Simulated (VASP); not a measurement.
Set up this calculation in VASP 6.6.1, as the native input.

```yaml
Task: single point
Functional: HSE06
Potentials_or_basis: VASP PAW PBE potentials, release 64 (Zn, Mg, Si, P)
Cutoff: 520 eV
k_mesh: 1 × 1 × 1
Occupations: fermi-dirac, width 0.05 eV
Spin: no spin polarisation
Dipole_correction: no
Grid_for_exact_exchange_PRECFOCK: Fast
Further_INCAR_settings: LREAL = Auto; ALGO = Normal; EDIFF = 1e-06; NBANDS = 231
Share_of_exact_exchange: 0.25
Screening_parameter: 0.2079 1/Å
```

Mg3Zn13Si16P32:

```
Zn Mg Si P
1.0
    10.81967   -0.00006   -0.00001
    -0.00006   10.81331   -0.00001
    -0.00001   -0.00001   10.43838
Zn Mg Si P
13 3 16 32
Direct
  0.99919 0.00059 0.00111
  0.99921 0.49903 0.00101
  0.49878 0.50101 0.00162
  0.00050 0.25100 0.25059
  0.00003 0.74892 0.25018
  0.49826 0.24996 0.25065
  0.50102 0.74945 0.25049
  0.24886 0.99818 0.75013
  0.24970 0.50003 0.75063
  0.75181 0.00019 0.75041
  0.24944 0.24966 0.50018
  0.24932 0.75038 0.49975
  0.75021 0.75131 0.50021
  0.49956 0.00067 0.99972
  0.74791 0.49932 0.74962
  0.74712 0.24856 0.49880
  0.00299 0.99757 0.50028
  0.00509 0.50248 0.49895
  0.49732 0.99790 0.49999
  0.49442 0.50367 0.49597
  0.24775 0.99990 0.25057
  0.24964 0.50063 0.24805
  0.75299 0.99816 0.25119
  0.74965 0.50340 0.24865
  0.24721 0.25303 0.00079
  0.24756 0.74786 0.00025
  0.75219 0.25040 0.00199
  0.75316 0.74995 0.99863
  0.00502 0.24833 0.75045
  0.00254 0.75275 0.75028
  0.49425 0.25022 0.75028
  0.49755 0.75075 0.74783
  0.13169 0.12586 0.12507
  0.13031 0.62274 0.12401
  0.64065 0.12956 0.13287
  0.63356 0.62679 0.12261
  0.11949 0.12212 0.62475
  0.11929 0.62698 0.62539
  0.60819 0.11869 0.63171
  0.60889 0.62970 0.61749
  0.36678 0.37490 0.12497
  0.36009 0.86898 0.12992
  0.86736 0.37641 0.12608
  0.86743 0.87378 0.12471
  0.37377 0.11631 0.37445
  0.37097 0.61980 0.37227
  0.88175 0.11038 0.37153
  0.87484 0.61743 0.37619
  0.12651 0.38339 0.37379
  0.12529 0.88083 0.37502
  0.61807 0.39119 0.36911
  0.62495 0.88272 0.37498
  0.12354 0.36892 0.87598
  0.12539 0.86859 0.87631
  0.61794 0.35969 0.88109
  0.63025 0.86090 0.86877
  0.38132 0.37646 0.62302
  0.37915 0.87463 0.62473
  0.89672 0.37456 0.62398
  0.88334 0.87533 0.62489
  0.36495 0.13861 0.87089
  0.37454 0.63275 0.87507
  0.87562 0.13354 0.87445
  0.88238 0.63730 0.87872
```

The input as run:

POSCAR

```
Mg3Zn13Si16P32
1.0
   10.8196680000     -0.0000560000     -0.0000140000
   -0.0000560000     10.8133070000     -0.0000140000
   -0.0000130000     -0.0000130000     10.4383830000
Zn Mg Si P
13 3 16 32
Direct
    0.9991860000      0.0005940000      0.0011120000
    0.9992060000      0.4990280000      0.0010100000
    0.4987770000      0.5010090000      0.0016200000
    0.0004970000      0.2510050000      0.2505850000
    0.0000260000      0.7489180000      0.2501760000
    0.4982640000      0.2499580000      0.2506500000
    0.5010190000      0.7494480000      0.2504880000
    0.2488590000      0.9981770000      0.7501250000
    0.2496960000      0.5000290000      0.7506300000
    0.7518090000      0.0001930000      0.7504060000
    0.2494400000      0.2496630000      0.5001750000
    0.2493220000      0.7503800000      0.4997510000
    0.7502050000      0.7513120000      0.5002080000
    0.4995630000      0.0006660000      0.9997200000
    0.7479130000      0.4993240000      0.7496220000
    0.7471190000      0.2485590000      0.4987980000
    0.0029870000      0.9975710000      0.5002850000
    0.0050900000      0.5024780000      0.4989520000
    0.4973210000      0.9978960000      0.4999920000
    0.4944180000      0.5036650000      0.4959730000
    0.2477530000      0.9999040000      0.2505660000
    0.2496440000      0.5006280000      0.2480470000
    0.7529900000      0.9981650000      0.2511930000
    0.7496510000      0.5033970000      0.2486510000
    0.2472130000      0.2530330000      0.0007930000
    0.2475620000      0.7478580000      0.0002490000
    0.7521910000      0.2504050000      0.0019910000
    0.7531650000      0.7499490000      0.9986280000
    0.0050150000      0.2483270000      0.7504480000
    0.0025440000      0.7527500000      0.7502810000
    0.4942470000      0.2502150000      0.7502820000
    0.4975480000      0.7507500000      0.7478290000
    0.1316860000      0.1258610000      0.1250750000
    0.1303120000      0.6227370000      0.1240090000
    0.6406550000      0.1295600000      0.1328670000
    0.6335630000      0.6267920000      0.1226060000
    0.1194880000      0.1221220000      0.6247550000
    0.1192870000      0.6269820000      0.6253940000
    0.6081930000      0.1186930000      0.6317090000
    0.6088890000      0.6297000000      0.6174930000
    0.3667780000      0.3749010000      0.1249650000
    0.3600900000      0.8689810000      0.1299150000
    0.8673580000      0.3764080000      0.1260840000
    0.8674270000      0.8737780000      0.1247080000
    0.3737660000      0.1163100000      0.3744490000
    0.3709750000      0.6198020000      0.3722660000
    0.8817520000      0.1103830000      0.3715270000
    0.8748390000      0.6174310000      0.3761860000
    0.1265050000      0.3833940000      0.3737870000
    0.1252910000      0.8808270000      0.3750240000
    0.6180670000      0.3911890000      0.3691090000
    0.6249480000      0.8827250000      0.3749760000
    0.1235380000      0.3689230000      0.8759830000
    0.1253910000      0.8685900000      0.8763060000
    0.6179400000      0.3596900000      0.8810880000
    0.6302480000      0.8608980000      0.8687680000
    0.3813180000      0.3764610000      0.6230170000
    0.3791530000      0.8746340000      0.6247290000
    0.8967180000      0.3745580000      0.6239760000
    0.8833380000      0.8753250000      0.6248880000
    0.3649490000      0.1386050000      0.8708930000
    0.3745390000      0.6327540000      0.8750700000
    0.8756180000      0.1335440000      0.8744470000
    0.8823770000      0.6372970000      0.8787190000
```

INCAR.step1

```
ALGO     = Normal         # electronic algorithm
EDIFF    = 1E-5           # SCF threshold, eV
ENCUT    = 520            # plane-wave cutoff, eV
GGA      = PE             # functional
ISIF     = 2              # what is computed and relaxed
ISMEAR   = -1             # smearing method
LASPH    = T              # aspherical terms in the spheres
LCHARG   = F              # write CHGCAR
LREAL    = Auto         
LUSENCCL = F            
LWAVE    = T              # write WAVECAR
NBANDS   = 231            # bands
NELM     = 80             # most SCF steps
PREC     = Accurate       # precision mode
SIGMA    = 0.05           # smearing width, eV
```

INCAR.step2

```
ALGO     = Normal         # electronic algorithm
EDIFF    = 1E-6           # SCF threshold, eV
ENCUT    = 520            # plane-wave cutoff, eV
GGA      = PE             # functional
HFSCREEN = 0.2079         # screening, 1/A
ISIF     = 2              # what is computed and relaxed
ISMEAR   = -1             # smearing method
ISTART   = 1            
LASPH    = T              # aspherical terms in the spheres
LCHARG   = F              # write CHGCAR
LHFCALC  = T              # exact exchange
LREAL    = Auto         
LUSENCCL = F            
LWAVE    = F              # write WAVECAR
NBANDS   = 231            # bands
NELM     = 80             # most SCF steps
PREC     = Accurate       # precision mode
PRECFOCK = Fast         
SIGMA    = 0.05           # smearing width, eV
```

KPOINTS

```
k-points
0
Gamma
  1 1 1
```

Potentials or basis: VASP PAW PBE potentials, release 64 (Zn, Mg, Si, P).

Launch:

```console
$ cat potpaw_PBE.64/Zn/POTCAR potpaw_PBE.64/Mg/POTCAR potpaw_PBE.64/Si/POTCAR potpaw_PBE.64/P/POTCAR > POTCAR
$ cp INCAR.step1 INCAR
$ mpirun -np 1 vasp_gam > vasp.out
$ cp INCAR.step2 INCAR
$ mpirun -np 1 vasp_gam > vasp.out
```

Results of the run:

```yaml
Pressure: 1.6 GPa
Largest_force: 0.542 eV/Å
Band_gap_on_the_k_mesh: 1.99 eV
```

Caveat: the k points lie up to 0.60 Å⁻¹ apart; the PAW data sets were made with another functional, which shifts forces and pressure a little; an odd mesh through Γ misses points on the zone boundary, where band edges can lie.

Run time: 9.7 min on 1 × NVIDIA H100 80GB with 1 thread of Intel(R) Xeon(R) Platinum 8481C CPU @ 2.70GHz (Sapphire Rapids), on a shared host, peak memory 1.7 GiB.
